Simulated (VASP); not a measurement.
Wanted: the native input for a VASP 6.6.1 run.

```
Task                   : single point
Functional             : PBE
Potentials or basis    : VASP PAW PBE potentials, release 64 (Mg, S)
Cutoff                 : 520 eV
k mesh                 : 9 × 9 × 8
Occupations            : fermi-dirac, width 0.05 eV
Spin                   : no spin polarisation
Dipole correction      : no
Further INCAR settings : ALGO = Normal; EDIFF = 1e-07; NBANDS = 11
```

The structure of MgS lies in POSCAR:

```
MgS
1.0
    3.6817301366      0.0000000000      0.0000000000
   -1.8408599702      3.1884720415      0.0000000000
    0.0000000000      0.0000000000      3.3700854774
Mg S
1 1
Direct
    0.0000000000      0.0000000000      0.5000000000
    0.6666700000      0.3333300000      0.0000000000
```

These files were run (other wordings do the same):

INCAR

```
ALGO = Normal ; EDIFF = 1E-7
ENCUT = 520 ; GGA = PE
ISIF = 2 ; ISMEAR = -1
LASPH = True ; LCHARG = True
LELF = True ; LREAL = False
LVHAR = True ; LWAVE = False
NBANDS = 11 ; NELM = 100
PREC = Accurate ; SIGMA = 0.05
```

KPOINTS

```
k-points
0
Gamma
  9 9 8
```

Potentials or basis: VASP PAW PBE potentials, release 64 (Mg, S).

Launch:

```bash
$ cat potpaw_PBE.64/Mg/POTCAR potpaw_PBE.64/S/POTCAR > POTCAR
$ mpirun -np 1 vasp_std > vasp.out
```

Results of the run:

| Property | Result |
| --- | --- |
| Pressure | -3.8 GPa |
| Band gap on the k mesh | 1.34 eV, indirect (least direct gap 2.20 eV) |

Wall time 20 s on 1 thread of Intel(R) Xeon(R) 6975P-C (Granite Rapids), with other jobs on the host, peak memory 0.19 GiB.
